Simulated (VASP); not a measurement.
The system is SiC.

```
CELL_PARAMETERS angstrom
0.00000 2.17805 2.17805
2.17805 0.00000 2.17805
2.17805 2.17805 0.00000
ATOMIC_POSITIONS crystal
Si 0.25000 0.25000 0.25000
C 0.00000 0.00000 0.00000
```

Base run:

* Program: VASP 6.6.1
* Functional: HSE06
* Potentials or basis: VASP PAW PBE potentials, release 64 (Si, C)
* Cutoff: 520 eV
* k mesh: 6 × 6 × 6
* Occupations: gaussian, width 0.01 eV
* Spin: no spin polarisation

Its results: band gap on the k mesh 2.23 eV (least direct gap 5.73 eV); pressure -1.5 GPa.

Task: The run is repeated on the same cell with these changes: functional from HSE06 to PBE. What comes out?

Result: Band gap on the k mesh 1.35 eV (least direct gap 4.54 eV); pressure 3.5 GPa.

Caveats: the PAW data sets were made with another functional, which shifts forces and pressure a little (at least some runs); the cell stands under pressure (at least some runs).

A k mesh can miss the band edges.
